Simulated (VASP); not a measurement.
Wanted: the native input for a VASP 6.6.1 run.

```yaml
Task: single point
Functional: PBE
Potentials_or_basis: VASP PAW PBE potentials, release 64 (B, Ca_sv)
Cutoff: 520 eV
k_mesh: 11 × 11 × 11
Occupations: fermi-dirac, width 0.05 eV
Spin: no spin polarisation
Dipole_correction: no
Further_INCAR_settings: ALGO = Normal; EDIFF = 1e-06; NBANDS = 18
```

The structure of Ca2B (CdCl2 type) lies in POSCAR:

```
Ca2B
1.0
    1.9684863762     -1.1365061392      6.5739208359
    0.0000000000      2.2730122784      6.5739208359
   -1.9684863762     -1.1365061392      6.5739208359
B Ca
1 2
Direct
    0.0000000000      0.0000000000      0.0000000000
    0.2589534148      0.2589534148      0.2589534148
    0.7410465852      0.7410465852      0.7410465852
```

The input as run:

INCAR

```
SYSTEM = Ca2B
PREC     = Accurate       ! precision mode
ENCUT    = 520            ! plane-wave cutoff, eV
EDIFF    = 1E-6           ! SCF threshold, eV
ISMEAR   = -1             ! smearing method
SIGMA    = 0.05           ! smearing width, eV
LREAL    = .FALSE.        ! projectors in reciprocal space
LASPH    = .TRUE.         ! aspherical terms in the spheres
NELM     = 100            ! most SCF steps
ALGO     = Normal         ! electronic algorithm
ISIF     = 2              ! what is computed and relaxed
LWAVE    = .FALSE.        ! write WAVECAR
LCHARG   = .TRUE.         ! write CHGCAR
GGA      = PE             ! functional
LELF     = .TRUE.         ! ELF
LVHAR    = .TRUE.       
NBANDS   = 18             ! bands
```

KPOINTS

```
regular mesh
0
G
  11 11 11
  0 0 0
```

Potentials or basis: VASP PAW PBE potentials, release 64 (B, Ca_sv).

Command:

```console
$ cat potpaw_PBE.64/B/POTCAR potpaw_PBE.64/Ca_sv/POTCAR > POTCAR
$ mpirun -np 1 vasp_std > vasp.out
```

It gave:

The pressure is 0.1 GPa and the largest force is 0.015 eV/Å. The band gap on the k mesh is zero (an odd number of electrons rules out a gap without spin polarisation).

Wall time 5.4 min on 1 thread of Intel(R) Xeon(R) 6975P-C (Granite Rapids), with other jobs on the host, peak memory 0.52 GiB.
